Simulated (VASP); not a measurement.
# Si7C (Cm) in VASP: a series of runs

Runs on Si7C. Level: LDA. Tasks: relaxation of cell and atoms, single point.

Program: VASP 6.6.1. These are calculated values, not measurements. Logs are shortened: lines on timing, memory, paths and dates and some standing lists are left out, and cuts for length are marked.

**1. The cell of the first run**

Symmetry: Cm, No. 8, monoclinic system. Conventional cell: a = 12.190 Å, b = 3.676 Å, c = 6.366 Å, α = 90.00°, β = 100.02°, γ = 90.00°. Within 3.0 Å of C (site symmetry m) lie 4 Si at 2.25 Å. Si (site symmetry m) has 4 Si at 2.25 Å within 3.0 Å. Within 3.0 Å of Si (site symmetry m) lie 4 Si at 2.25 Å. Si (site symmetry m) has 4 Si at 2.25 Å within 3.0 Å. Within 3.0 Å of Si (site symmetry m) lie 3 Si at 2.25 Å and 1 C at 2.25 Å. Si (site symmetry m) has 1 C at 2.25 Å and 3 Si at 2.25 Å within 3.0 Å. Within 3.0 Å of Si (site symmetry m) lie 2 C at 2.25 Å and 2 Si at 2.25 Å. Si (site symmetry m) has 4 Si at 2.25 Å within 3.0 Å.

**2. Relaxation of cell and atoms, LDA**

INCAR

```
PREC = Accurate
ENCUT = 600
EDIFF = 1E-7
ISMEAR = 0
SIGMA = 0.1
LREAL = False
LASPH = True
NELM = 120
ALGO = Normal
ISIF = 3
LWAVE = False
LCHARG = False
GGA = CA
IBRION = 2
NSW = 100
EDIFFG = -0.05
GGA_COMPAT = False
NELMIN = 4
```

KPOINTS

```
regular mesh
0
Gamma
  6 6 4
```

POSCAR

```
Si7C
1.0
    0.0000000000     -2.5990000000     -2.5990000000
    2.5990000000      5.1980000000     -2.5990000000
    5.1980000000     -2.5990000000      2.5990000000
C Si
1 7
Direct
    0.7500000000      0.5000000000      0.2500000000
    0.5000000000      0.0000000000      0.5000000000
    0.2500000000      0.5000000000      0.7500000000
    0.0000000000      0.0000000000      0.0000000000
    0.8125000000      0.6250000000      0.9375000000
    0.5625000000      0.1250000000      0.1875000000
    0.3125000000      0.6250000000      0.4375000000
    0.0625000000      0.1250000000      0.6875000000
```

Potentials or basis: VASP PAW LDA potentials, release 64 (C, Si).

On the command line:

```bash
> cat potpaw_LDA.64/C/POTCAR potpaw_LDA.64/Si/POTCAR > POTCAR
> mpirun -np 1 vasp_std > vasp.out
```

OUTCAR:

```text
PREC = Accurate
   ENCUT = 600
   EDIFF = 1E-7
   ISMEAR = 0
   LREAL = False
   LASPH = True
   NELM = 120
   ISIF = 3
   GGA = CA
   IBRION = 2
   NSW = 100
   EDIFFG = -0.05
   NELMIN = 4

 ion  position               nearest neighbor table
   1  0.750  0.500  0.250-   7 2.25   5 2.25   6 2.25   7 2.25
   2  0.500  0.000  0.500-   8 2.25   6 2.25   7 2.25   8 2.25
   3  0.250  0.500  0.750-   5 2.25   5 2.25   7 2.25   8 2.25
   4  0.000  0.000  0.000-   6 2.25   5 2.25   6 2.25   8 2.25
   5  0.812  0.625  0.938-   1 2.25   3 2.25   4 2.25   3 2.25
   6  0.562  0.125  0.188-   1 2.25   2 2.25   4 2.25   4 2.25
   7  0.312  0.625  0.438-   1 2.25   2 2.25   3 2.25   1 2.25
   8  0.062  0.125  0.688-   2 2.25   3 2.25   4 2.25   2 2.25

  LATTYP: Found a base centered monoclinic cell.
 ALAT       =    12.1903905598
 B/A-ratio  =     0.3015113446
 C/A-ratio  =     0.5222329679
 COS(beta)  =    -0.1740776560

  Lattice vectors:

 A1 = (   2.5990000000,   2.5990000000,  -5.1980000000)
 A2 = (   2.5990000000,   5.1980000000,  -2.5990000000)
 A3 = (   5.1980000000,  -2.5990000000,   2.5990000000)

Analysis of symmetry for initial positions (statically):
=====================================================================
 Subroutine PRICEL returns:
 Original cell was already a primitive cell.

 Routine SETGRP: Setting up the symmetry group for a
 base centered monoclinic supercell.

 Subroutine GETGRP returns: Found  2 space group operations
 (whereof  2 operations were pure point group operations)
 out of a pool of  4 trial point group operations.

The static configuration has the point symmetry C_1h.

Analysis of symmetry for dynamics (positions and initial velocities):
=====================================================================
 Subroutine PRICEL returns:
 Original cell was already a primitive cell.

 Routine SETGRP: Setting up the symmetry group for a
 base centered monoclinic supercell.

 Subroutine GETGRP returns: Found  2 space group operations
 (whereof  2 operations were pure point group operations)
 out of a pool of  4 trial point group operations.

The dynamic configuration has the point symmetry C_1h.

 Subroutine INISYM returns: Found  2 space group operations
 (whereof  2 operations are pure point group operations),
 and found     1 'primitive' translations

----------------------------------------------------------------------------------------

                                     Primitive cell

  volume of cell :     140.4458
[... 120 lines left out ...]
     AMIX     =   0.40;   BMIX     =  1.00
     AMIX_MAG =   1.60;   BMIX_MAG =  1.00
  volume/ion in A,a.u.               =      17.56       118.47
  Fermi-wavevector in a.u.,A,eV,Ry     =   0.999897  1.889531 13.603020  0.999794
  Thomas-Fermi vector in A             =   2.132217
   LORBIT       =      0    0 simple, 1 ext, 2 COOP (PROOUT), +10 PAW based schemes
   GGA     = CA    functional components
   LHFCALC =     F    Hartree Fock is set to
   AEXX    =    0.0000 exact exchange contribution
   IVDW    =     0    specifies the selected vdW correction
   LEPSILON=     F    determine dielectric tensor
   LRPA    =     F    only Hartree local field effects (RPA)
 conjugate gradient relaxation of ions
 non-spin polarized calculation
 Gauss-broadening in eV      SIGMA  =   0.10
  energy-cutoff  :      600.00
  volume of cell :      140.45
 maximum number of plane-waves:      4725
 NGX is ok and might be reduce to    30
   NGX = 15   NGY = 25   NGZ = 25

--------------------------------------- Ionic step        1  -------------------------------------------

 number of electron      32.0000000 magnetization

 Free energy of the ion-electron system (eV)
  ---------------------------------------------------
  ext. energy  EPLUGINS =         0.00000000
  ---------------------------------------------------
  free energy    TOTEN  =       -48.82367676 eV

  energy without entropy =      -48.82255731  energy(sigma->0) =      -48.82311703

------------------------ aborting loop because EDIFF is reached ----------------------------------------

  FORCE on cell =-STRESS in cart. coord.  units (eV):
  Direction    XX          YY          ZZ          XY          YZ          ZX
  --------------------------------------------------------------------------------------
  -------------------------------------------------------------------------------------
  Total        0.4460663      0.9688212      0.9688212     -0.0103817      0.1141190      0.0103817
  in kB        5.0886336     11.0521148     11.0521148     -0.1184325      1.3018464      0.1184326
  external PRESSURE =       9.0642877 kB  Pullay stress =       0.0000000 kB
[... 71 lines left out ...]
--------------------------------------- Ionic step        3  -------------------------------------------

 number of electron      32.0000000 magnetization

 E-fermi :   6.2103     XC(G=0):  -9.8767

 val. band max:        6.1386462998   @ k =   0.0000   0.1667   0.0000
 cond. band min:       6.2498776676   @ k =   0.0000   0.0000   0.0000
 fundamental gap:      0.1112313678
 Fermi energy:         6.2103116777

 k-point     1 :       0.0000    0.0000    0.0000
  band No.  band energies     occupation
      1      -6.9472      2.00000
      2      -4.7034      2.00000
      3      -3.3345      2.00000
      4      -3.0370      2.00000
      5      -1.2627      2.00000
      6      -0.7815      2.00000
[... 602 lines left out ...]
  FREE ENERGIE OF THE ION-ELECTRON SYSTEM (eV)
  ---------------------------------------------------
  free  energy   TOTEN  =       -50.2946784317 eV

  energy  without entropy=      -50.2906641406  energy(sigma->0) =      -50.29267129

[... ionic steps 4 to 9 ...]

--------------------------------------- Ionic step       10  -------------------------------------------

 number of electron      32.0000000 magnetization

------------------------ aborting loop because EDIFF is reached ----------------------------------------
[... 79 lines left out ...]
--------------------------------------- Ionic step       12  -------------------------------------------

 number of electron      32.0000000 magnetization

 Free energy of the ion-electron system (eV)
  ---------------------------------------------------
  ext. energy  EPLUGINS =         0.00000000
  ---------------------------------------------------
  free energy    TOTEN  =       -50.66335253 eV

  energy without entropy =      -50.65843260  energy(sigma->0) =      -50.66089257

 E-fermi :   6.9920     XC(G=0): -10.1221

 val. band max:        6.9387217796   @ k =   0.0000   0.5000   0.2500
 cond. band min:       6.9928110157   @ k =   0.0000  -0.1667   0.2500
 fundamental gap:      0.0540892361
 Fermi energy:         6.9920329471

 k-point     1 :       0.0000    0.0000    0.0000
  band No.  band energies     occupation
      1      -6.9535      2.00000
      2      -4.2509      2.00000
      3      -2.9382      2.00000
      4      -2.7018      2.00000
      5      -1.0492      2.00000
      6      -0.3665      2.00000
[... 602 lines left out ...]
  FREE ENERGIE OF THE ION-ELECTRON SYSTEM (eV)
  ---------------------------------------------------
  free  energy   TOTEN  =       -50.6633525348 eV

  energy  without entropy=      -50.6584325962  energy(sigma->0) =      -50.66089257

 reached required accuracy - stopping structural energy minimisation
```

Wall time 29 min (1 thread of Oxide Virtual Turin-like, shared host); peak memory 0.28 GiB.

What came out:

```yaml
Free_energy: -50.6634 eV
Relaxed_volume: 16.86 Å³/atom
Relaxed_cell: a = 3.605 Å, b = 6.296 Å, c = 6.302 Å, α = 99.72°, β = 90.00°, γ = 106.64°
Space_group_after_relaxing_to_0.1_Å: Cm (No. 8)
Energy_gained_by_relaxing: 230.0 meV/atom
Ionic_steps: 12
Pressure_after_relaxing: 0.1 GPa
Largest_force_after_relaxing: 0.046 eV/Å
Band_gap_on_the_k_mesh: zero (bands 16 and 17 overlap by 0.38 eV)
```

Forces in eV/Å, atoms in the order of the input:
```
C   -0.001  0.002 -0.002
Si   0.003  0.000  0.000
Si   0.028 -0.018  0.018
Si  -0.021 -0.006  0.006
Si  -0.033 -0.008  0.008
Si   0.035  0.007 -0.007
Si   0.030  0.025 -0.025
Si  -0.041 -0.002  0.002
```

Stress tensor (GPa, compression positive):
```
0.00 0.00 0.00
0.00 0.11 0.09
0.00 0.09 0.11
```

The path:
```
step  energy change (eV)  largest force (eV/Å)  pressure (GPa)  volume (Å³)
   1              0.0000                3.9169            0.91       140.45
   2             -1.2693                1.7564           -3.93       142.47
   3             -1.4710                1.2739           -5.51       143.58
   4             -1.6639                1.1776            4.58       130.56
   5             -1.7431                1.0460            0.62       134.81
   6             -1.8219                0.2529            0.14       134.94
   7             -1.8227                0.2322            0.10       134.95
   8             -1.8306                0.2106           -0.14       135.18
   9             -1.8317                0.2352           -0.26       135.30
  10             -1.8367                0.1601           -0.05       135.04
  11             -1.8378                0.1235            0.10       134.85
  12             -1.8397                0.0456            0.08       134.91
```

Final structure:
```xyz
8
Lattice="0.0000 -2.5494 -2.5494 2.5662 5.1351 -2.5856 5.1415 -2.5766 2.5766" Properties=species:S:1:pos:R:3 pbc="T T T"
C     2.5598    0.0220   -2.5714
Si    5.0042    2.5935   -2.5935
Si    5.1344   -0.0060    0.0060
Si    0.1029   -0.0243    0.0243
Si    6.6102   -1.4268   -1.1226
Si    1.4685   -1.0752   -1.4742
Si    3.5681    1.2988   -1.2988
Si    3.8142   -1.3569    1.3569
```

Levels at points of the mesh, in eV from the Fermi level:
| k point | band 13 | band 14 | band 15 | band 16 | band 17 | band 18 | band 19 | band 20 |
| --- | --- | --- | --- | --- | --- | --- | --- | --- |
| (0.00, 0.00, 0.00) | -0.96 | -0.74 | -0.07 | 0.05 | 0.25 | 1.65 | 1.89 | 2.66 |
| (0.50, 0.00, 0.00) | -3.61 | -3.42 | -2.54 | -2.04 | 1.84 | 2.33 | 2.42 | 2.72 |
| (0.00, 0.50, 0.00) | -1.46 | -0.54 | -0.49 | -0.31 | -0.26 | 0.59 | 1.25 | 2.58 |
| (0.00, 0.00, 0.50) | -1.59 | -1.41 | -1.17 | -0.86 | 0.71 | 1.97 | 2.01 | 2.42 |
| (0.50, 0.00, 0.50) | -2.93 | -2.14 | -1.61 | -1.36 | 0.12 | 0.51 | 0.98 | 1.50 |
| (0.00, 0.50, 0.50) | -2.41 | -1.81 | -1.03 | -0.23 | 0.35 | 1.51 | 2.29 | 2.53 |

Caveat: semilocal functionals underestimate gaps, and a narrow one can read as zero; the relaxation stopped at a loose force limit of 0.05 eV/Å, so its end isn't a converged minimum.

**3. Single point, LDA**

This run uses another cell than the first one, of 16.87 Å³/atom.

INCAR

```
PREC = Accurate
ENCUT = 600
EDIFF = 1E-6
ISMEAR = 0
SIGMA = 0.1
LREAL = F
LASPH = T
NELM = 120
ALGO = Normal
ISIF = 2
LWAVE = F
LCHARG = T
GGA = CA
LELF = T
LVHAR = T
NBANDS = 26
GGA_COMPAT = F
```

KPOINTS

```
Automatic mesh
0
Gamma
  10 10 6
```

POSCAR

```
Si7C
1.0
    0.0000000000     -2.5488415577     -2.5488415577
    2.5661879756      5.1341591943     -2.5853176367
    5.1453003384     -2.5774580333      2.5774580333
C Si
1 7
Direct
    0.7507908431      0.5015816863      0.2482162927
    0.4960503670     -0.0078992659      0.4780371522
    0.2489514405      0.4979028811      0.7506423164
    0.0025974510      0.0051949019      0.0167728506
    0.8067433026      0.6134866052      0.9792064238
    0.5909793615      0.1819587229      0.1941310680
    0.3006115004      0.6012230007      0.3958755276
    0.0532757340      0.1065514680      0.6871183687
```

Potentials or basis: VASP PAW LDA potentials, release 64 (C, Si).

On the command line:

```bash
> cat potpaw_LDA.64/C/POTCAR potpaw_LDA.64/Si/POTCAR > POTCAR
> mpirun -np 1 vasp_std > vasp.out
```

OUTCAR:

```text
PREC = Accurate
   ENCUT = 600
   EDIFF = 1E-6
   ISMEAR = 0
   LREAL = F
   LASPH = T
   NELM = 120
   ISIF = 2
   GGA = CA

 ion  position               nearest neighbor table
   1  0.751  0.502  0.248-   6 1.90   5 1.93   7 2.07   7 2.07
   2  0.496  0.992  0.478-   8 2.27   8 2.27   6 2.29   7 2.32
   3  0.249  0.498  0.751-   8 2.32   5 2.34   5 2.34   7 2.43
   4  0.003  0.005  0.017-   8 2.27   6 2.28   6 2.28   5 2.33
   5  0.807  0.613  0.979-   1 1.93   4 2.33   3 2.34   3 2.34   6 3.14
   6  0.591  0.182  0.194-   1 1.90   4 2.28   4 2.28   2 2.29   5 3.14
   7  0.301  0.601  0.396-   1 2.07   1 2.07   2 2.32   3 2.43
   8  0.053  0.107  0.687-   4 2.27   2 2.27   2 2.27   3 2.32

  LATTYP: Found a base centered monoclinic cell.
 ALAT       =    12.0632469921
 B/A-ratio  =     0.2988089609
 C/A-ratio  =     0.5227123555
 COS(beta)  =    -0.1759737611

  Lattice vectors:

 A1 = (   2.5661879756,   2.5853176366,  -5.1341591944)
 A2 = (   2.5661879756,   5.1341591943,  -2.5853176367)
 A3 = (   5.1453003384,  -2.5774580333,   2.5774580333)

Analysis of symmetry for initial positions (statically):
=====================================================================
 Subroutine PRICEL returns:
 Original cell was already a primitive cell.

 Routine SETGRP: Setting up the symmetry group for a
 base centered monoclinic supercell.

 Subroutine GETGRP returns: Found  2 space group operations
 (whereof  2 operations were pure point group operations)
 out of a pool of  4 trial point group operations.

The static configuration has the point symmetry C_1h.

Analysis of symmetry for dynamics (positions and initial velocities):
=====================================================================
 Subroutine PRICEL returns:
 Original cell was already a primitive cell.

 Routine SETGRP: Setting up the symmetry group for a
 base centered monoclinic supercell.
[... 135 lines left out ...]
   IMIX   =      4    mixing-type and parameters
     AMIX     =   0.40;   BMIX     =  1.00
     AMIX_MAG =   1.60;   BMIX_MAG =  1.00
  volume/ion in A,a.u.               =      16.87       113.84
  Fermi-wavevector in a.u.,A,eV,Ry     =   1.013278  1.914818 13.969546  1.026733
  Thomas-Fermi vector in A             =   2.146437
   LORBIT       =      0    0 simple, 1 ext, 2 COOP (PROOUT), +10 PAW based schemes
   GGA     = CA    functional components
   LHFCALC =     F    Hartree Fock is set to
   AEXX    =    0.0000 exact exchange contribution
   IVDW    =     0    specifies the selected vdW correction
   LEPSILON=     F    determine dielectric tensor
   LRPA    =     F    only Hartree local field effects (RPA)
 non-spin polarized calculation
 Gauss-broadening in eV      SIGMA  =   0.10
  energy-cutoff  :      600.00
  volume of cell :      134.95
 maximum number of plane-waves:      4526
 NGX is ok and might be reduce to    30
   NGX = 15   NGY = 25   NGZ = 25

 number of electron      32.0000000 magnetization

 Free energy of the ion-electron system (eV)
  ---------------------------------------------------
  ext. energy  EPLUGINS =         0.00000000
  ---------------------------------------------------
  free energy    TOTEN  =       -50.67896819 eV

  energy without entropy =      -50.67672964  energy(sigma->0) =      -50.67784892

 E-fermi :   6.9948     XC(G=0): -10.1200

 val. band max:        6.9701651013   @ k =   0.0000  -0.4000   0.1667
 cond. band min:       7.0431477331   @ k =   0.0000  -0.3000   0.1667
 fundamental gap:      0.0729826319
 Fermi energy:         6.9947541460

 k-point     1 :       0.0000    0.0000    0.0000
  band No.  band energies     occupation
      1      -6.9545      2.00000
      2      -4.2512      2.00000
      3      -2.9399      2.00000
      4      -2.7107      2.00000
      5      -1.0476      2.00000
      6      -0.3621      2.00000
[... 685 lines left out ...]
     25      10.8811      0.00000
     26      11.1432      0.00000

 [... further k-points ...]
[... 5 lines left out ...]
  --------------------------------------------------------------------------------------
  -------------------------------------------------------------------------------------
  Total        0.0746685      0.0754122      0.0754122      0.0010424      0.0035114     -0.0010424
  in kB        0.8864611      0.8952905      0.8952905      0.0123757      0.0416877     -0.0123757
  external PRESSURE =       0.8923474 kB  Pullay stress =       0.0000000 kB

 VOLUME and BASIS-vectors are now :
 -----------------------------------------------------------------------------
  energy-cutoff  :      600.00
  volume of cell :      134.95
      direct lattice vectors                 reciprocal lattice vectors
     0.000000000 -2.548841558 -2.548841558     0.048679494 -0.147578859 -0.244756239
     2.566187976  5.134159194 -2.585317637     0.097358989  0.097177380 -0.097177380
     5.145300338 -2.577458033  2.577458033     0.145794897 -0.048466641  0.048466641

 POSITION                                       TOTAL-FORCE (eV/Angst)
 -----------------------------------------------------------------------------------
      2.56430      0.02179     -2.57063         0.005300     -0.001039      0.001039
      5.00556      2.59713     -2.59713         0.000783      0.000915     -0.000915
      5.13999     -0.01297      0.01297        -0.001948     -0.000171      0.000171
      0.09963     -0.02318      0.02318        -0.000553     -0.000536      0.000536
      6.61263     -1.43039     -1.11846        -0.004575      0.009660     -0.009660
      1.46580     -1.07247     -1.47637        -0.006360     -0.007384      0.007384
      3.57975      1.30021     -1.30021         0.009061     -0.000726      0.000726
      3.80886     -1.35976      1.35976        -0.001707     -0.000720      0.000720
 -----------------------------------------------------------------------------------
    total drift:                               -0.000059      0.000006     -0.000019

  FREE ENERGIE OF THE ION-ELECTRON SYSTEM (eV)
  ---------------------------------------------------
  free  energy   TOTEN  =       -50.6789681880 eV

  energy  without entropy=      -50.6767296429  energy(sigma->0) =      -50.67784892
```

stdout:

```text
POSCAR found type information on POSCAR C Si
 POSCAR found :  2 types and       8 ions
 scaLAPACK will be used
 LDA part: xc-table for (Slater(with rela. corr.)+CA(PZ))
 , standard interpolation
 POSCAR, INCAR and KPOINTS ok, starting setup
 FFT: planning ... GRIDC
 FFT: planning ... GRID_SOFT
 FFT: planning ... GRID
 WAVECAR not read
 entering main loop
```

Run time: 16 min. Hardware: 1 thread of Oxide Virtual Turin-like, shared host; peak memory 0.58 GiB.

Results:

```
Free energy            : -50.6790 eV
Pressure               : 0.1 GPa
Largest force          : 0.014 eV/Å
Band gap on the k mesh : zero (bands 16 and 17 overlap by 0.41 eV)
```

Forces on the atoms (eV/Å):
```
C    0.005 -0.001  0.001
Si   0.001  0.001 -0.001
Si  -0.002  0.000  0.000
Si  -0.001 -0.001  0.001
Si  -0.005  0.010 -0.010
Si  -0.006 -0.007  0.007
Si   0.009 -0.001  0.001
Si  -0.002 -0.001  0.001
```

Caveat: semilocal functionals underestimate gaps, and a narrow one can read as zero.

The gap in the log of VASP goes by the Fermi energy; the results here count the filled bands.